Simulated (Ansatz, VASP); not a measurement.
**Sn: VASP beside Ansatz**

INCAR

```
SYSTEM = Sn
PREC = Accurate
ENCUT = 520
EDIFF = 1E-7
ISMEAR = -1
SIGMA = 0.03
LREAL = .FALSE.
LASPH = .TRUE.
NELM = 80
ALGO = Normal
ISIF = 2
LWAVE = .FALSE.
LCHARG = .FALSE.
NBANDS = 21
```

The input KPOINTS:

```
regular mesh
0
G
  9 9 9
  0 0 0
```

POSCAR

```
Sn
1.0
    0.0000000000      3.3092553764      3.3092553764
    3.3092553764      0.0000000000      3.3092553764
    3.3092553764      3.3092553764      0.0000000000
Sn
2
Direct
    0.5000000000      0.5000000000      0.5000000000
    0.7500000000      0.7500000000      0.7500000000
```

Input for Ansatz:

```yaml
crystal:
  lattice:
    - [0.0, 3.3092553764, 3.3092553764]
    - [3.3092553764, 0.0, 3.3092553764]
    - [3.3092553764, 3.3092553764, 0.0]
  atoms:
    - { symbol: Sn, position: [0.5, 0.5, 0.5] }
    - { symbol: Sn, position: [0.75, 0.75, 0.75] }
kpoints:
  mp_grid: { grid: [9, 9, 9] }
scf:
  occupations: { method: fermi_dirac, width: 0.03 }
hamiltonian:
  xc: lda
  pseudopotentials: { kind: all_electron, lapw: { basis_error: 0.00025 } }
output:
  forces: true
  stress: true
  eigenvalues: true
```

Change from the starting cell: volume scaled by 1.06.

Alike in both runs: task single point; functional LDA; k mesh 9 × 9 × 9; occupations fermi-dirac, width 0.03 eV; no spin polarisation.

|  | VASP | Ansatz |
| --- | --- | --- |
| version | VASP 6.6.1 | Ansatz 0.2.0 |
| potentials or method | VASP PAW LDA potentials, release 64 (Sn_d), cutoff 520 eV | all-electron LAPW, scalar-relativistic |

```tsv
	VASP	Ansatz	Ansatz less VASP
pressure (GPa)	-2.5	-2.5	+0.02
```

LDA's correlation is that of Perdew and Zunger in VASP and of Perdew and Wang (1992) in Ansatz. Ansatz ran all-electron here, and VASP with PAW potentials.
